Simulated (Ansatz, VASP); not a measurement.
# One calculation of Lu2AlH2, two programs

```
Lu H Al
1.0
     0.00000    0.00000    3.71494
     3.90714   -2.62859    1.85747
     3.90714    2.62859   -1.85747
Lu H Al
2 2 1
Direct
  0.50000 0.72050 0.72050
  0.50000 0.27950 0.27950
  0.70983 0.79017 0.20983
  0.29017 0.20983 0.79017
  0.00000 0.00000 0.00000
```

Alike in both runs: functional r2SCAN; k mesh 6 × 6 × 6; no spin polarisation.

Ansatz relaxed the structure, and its values are those at the end. VASP's run is a single point on that final structure, the one shown.

```csv
,VASP,Ansatz
version,VASP 6.6.1,Ansatz 0.2.0
potentials or method,"VASP PAW PBE potentials, release 64 (Lu, H, Al), cutoff 520 eV",PAW plane waves
occupations,"fermi-dirac, width 0.1 eV",fermi-dirac
valence electrons in the cell,55,55
```

```tsv
	VASP	Ansatz	Ansatz less VASP
pressure (GPa)	2.1	1.8	-0.28
rms of the force components (eV/Å)	0.005	0.002	-0.0039
```

VASP's potentials were made for PBE, not for r2SCAN. Ansatz's warnings: stress scf threshold loose.

Spin-orbit coupling is off throughout.
